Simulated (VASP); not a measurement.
Write the native input for VASP 6.6.1 that does the following.

| Item | Value |
| --- | --- |
| Task | single point |
| Functional | PBE |
| Potentials or basis | VASP PAW PBE potentials, release 64 (Zr_sv, Ti_sv, N) |
| Cutoff | 520 eV |
| k mesh | 6 × 6 × 4 |
| Occupations | gaussian, width 0.1 eV |
| Spin | collinear spin, ferromagnetic start |
| Starting moments | [0.0, 0.0, 1.0, 1.0, 0.0, 0.0] μB |
| Dipole correction | no |
| Further INCAR settings | ALGO = Normal; EDIFF = 1e-06; NBANDS = 42 |

The structure of ZrTiN lies in POSCAR:

```
ZrTiN
1.0
    3.2912059400      0.0000000000      0.0000000000
    0.0000000000      3.2912059400      0.0000000000
    0.0000000000      0.0000000000      6.9677689800
Zr Ti N
2 2 2
Direct
    0.0000000000      0.5000000000      0.6503000300
    0.5000000000      0.0000000000      0.3496999700
    0.0000000000      0.5000000000      0.0839000000
    0.5000000000      0.0000000000      0.9161000000
    0.0000000000      0.5000000000      0.3300000100
    0.5000000000      0.0000000000      0.6699999900
```

These files were run (other wordings do the same):

INCAR

```
PREC = Accurate
ENCUT = 520
EDIFF = 1E-6
ISMEAR = 0
SIGMA = 0.1
LREAL = False
LASPH = True
NELM = 150
ALGO = Normal
ISIF = 2
LWAVE = False
LCHARG = True
ISPIN = 2
MAGMOM = 0 0 1 1 0 0
LORBIT = 11
LMAXMIX = 4
GGA = PE
LELF = True
LVHAR = True
NBANDS = 42
```

KPOINTS

```
Automatic mesh
0
Gamma
  6 6 4
```

Potentials or basis: VASP PAW PBE potentials, release 64 (Zr_sv, Ti_sv, N).

The run is started by

```console
$ cat potpaw_PBE.64/Zr_sv/POTCAR potpaw_PBE.64/Ti_sv/POTCAR potpaw_PBE.64/N/POTCAR > POTCAR
$ mpirun -np 1 vasp_std > vasp.out
```

Results of the run:

The pressure is 33.2 GPa, the largest force is 5.530 eV/Å and the band gap on the k mesh is zero (filled and empty bands overlap). The net moment is 0.02 μB per cell and the valence electrons inside the program's atomic spheres are Zr 9.94; Ti 10.78; N 3.81.

Caveat: forces of over 1 eV/Å act on the atoms, so gaps and moduli don't describe the material at rest.

Run time: 120 s on 1 thread of Intel(R) Xeon(R) 6975P-C (Granite Rapids), on a shared host, peak memory 0.29 GiB.
